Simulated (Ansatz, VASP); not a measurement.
SnSe: VASP beside Ansatz

Contents of POSCAR:

```
SnSe
1.0
    0.0000000000      3.0021131602      3.0021131602
    3.0021131602      0.0000000000      3.0021131602
    3.0021131602      3.0021131602      0.0000000000
Sn Se
1 1
Direct
    0.0000000000      0.0000000000      0.0000000000
    0.5000000000      0.5000000000      0.5000000000
```

INCAR.step1

```
PREC = Accurate
ENCUT = 520
ISMEAR = -1
SIGMA = 0.02
LREAL = False
LASPH = True
NELM = 100
NBANDS = 17
GGA = PE
ALGO = Normal
EDIFF = 1E-4
LWAVE = True
LCHARG = False
```

The input INCAR.step2:

```
PREC = Accurate
ENCUT = 520
EDIFF = 1E-7
ISMEAR = -1
SIGMA = 0.02
LREAL = False
LASPH = True
NELM = 100
ALGO = Normal
ISIF = 2
LWAVE = False
LCHARG = True
METAGGA = R2SCAN
LMIXTAU = True
LELF = True
LVHAR = True
NBANDS = 17
ISTART = 1
```

Contents of KPOINTS:

```
Automatic mesh
0
Gamma
  6 6 6
```

Input for Ansatz:

```yaml
crystal:
  lattice:
    - [0.0, 3.0021131602, 3.0021131602]
    - [3.0021131602, 0.0, 3.0021131602]
    - [3.0021131602, 3.0021131602, 0.0]
  atoms:
    - { symbol: Sn, position: [0.0, 0.0, 0.0] }
    - { symbol: Se, position: [0.5, 0.5, 0.5] }
kpoints:
  mp_grid: { grid: [6, 6, 6] }
hamiltonian:
  xc: r2scan
scf:
  occupations: { method: fermi_dirac, width: 0.02 }
  n_extra_bands: 4
output:
  forces: true
  stress: true
  eigenvalues: true
```

Alike in both runs: task single point; functional r2SCAN; k mesh 6 × 6 × 6; occupations fermi-dirac, width 0.02 eV; no spin polarisation.

|  | VASP | Ansatz |
| --- | --- | --- |
| version | VASP 6.6.1 | Ansatz 0.2.0 |
| potentials or method | VASP PAW PBE potentials, release 64 (Sn_d, Se) | plane waves, PAW |
| plane-wave cutoff (eV) | 520 | 500 |
| valence electrons in the cell | 20 | 30 |

|  | VASP | Ansatz | Ansatz less VASP |
| --- | --- | --- | --- |
| pressure (GPa) | 0.0 | 0.0 | 0.00 |

VASP's potentials were made for PBE, not for r2SCAN. VASP's potentials hold 20 valence electrons a cell and Ansatz's 30, so a difference there can come from the potentials and not from the codes.
